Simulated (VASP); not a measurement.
Wanted: the native input for a VASP 6.6.1 run.

```
Task                    : density of states
Functional              : PBE
Potentials or basis     : VASP PAW PBE potentials, release 64 (In_d)
Cutoff                  : 520 eV
k mesh                  : 14 × 14 × 14
Occupations             : fermi-dirac, width 0.1 eV
Spin                    : no spin polarisation
Dipole correction       : no
k mesh for the DOS      : 21 × 21 × 21
Occupations for the DOS : tetrahedron
Further INCAR settings  : ALGO = Normal; EDIFF = 1e-06; NBANDS = 12
```

In:

```
In
1.0
    -1.62281    1.62281    2.46565
     1.62281   -1.62281    2.46565
     1.62281    1.62281   -2.46565
In
1
Direct
  0.00000 0.00000 0.00000
```

One way to write it, as run:

POSCAR

```
In
1.0
   -1.6228147200      1.6228147200      2.4656487700
    1.6228147200     -1.6228147200      2.4656487700
    1.6228147200      1.6228147200     -2.4656487700
In
1
Direct
    0.0000000000      0.0000000000      0.0000000000
```

INCAR.step1

```
PREC     = Accurate       # precision mode
ENCUT    = 520            # plane-wave cutoff, eV
EDIFF    = 1E-6           # SCF threshold, eV
ISMEAR   = -1             # smearing method
SIGMA    = 0.1            # smearing width, eV
LREAL    = F              # projectors in reciprocal space
LASPH    = T              # aspherical terms in the spheres
NELM     = 100            # most SCF steps
ALGO     = Normal         # electronic algorithm
ISIF     = 2              # what is computed and relaxed
LWAVE    = F              # write WAVECAR
LCHARG   = T              # write CHGCAR
GGA      = PE             # functional
NBANDS   = 12             # bands
```

KPOINTS.step1

```
regular mesh
0
Gamma
  14 14 14
```

INCAR.step2

```
PREC     = Accurate       # precision mode
ENCUT    = 520            # plane-wave cutoff, eV
EDIFF    = 1E-6           # SCF threshold, eV
ISMEAR   = -5             # smearing method
SIGMA    = 0.1            # smearing width, eV
LREAL    = F              # projectors in reciprocal space
LASPH    = T              # aspherical terms in the spheres
NELM     = 100            # most SCF steps
ALGO     = Normal         # electronic algorithm
ISIF     = 2              # what is computed and relaxed
LWAVE    = F              # write WAVECAR
LCHARG   = F              # write CHGCAR
GGA      = PE             # functional
LORBIT   = 10             # projections on sites
NBANDS   = 12             # bands
NEDOS    = 1001           # points of the DOS
ICHARG   = 11             # starting density
```

KPOINTS.step2

```
regular mesh
0
Gamma
  21 21 21
```

Potentials or basis: VASP PAW PBE potentials, release 64 (In_d).

Launch:

```bash
$ cat potpaw_PBE.64/In_d/POTCAR > POTCAR
$ cp INCAR.step1 INCAR
$ cp KPOINTS.step1 KPOINTS
$ mpirun -np 1 vasp_std > vasp.out
$ cp INCAR.step2 INCAR
$ cp KPOINTS.step2 KPOINTS
$ mpirun -np 1 vasp_std > vasp.out
```

It gave:

```json
{
 "Valence electrons inside the program's atomic spheres": "In 11.35"
}
```

Caveat: spin-orbit coupling is left out, which moves the levels of the heavy elements.

Wall time 92 s on 1 thread of Intel(R) Xeon(R) 6975P-C (Granite Rapids), on a shared host, peak memory 0.33 GiB.
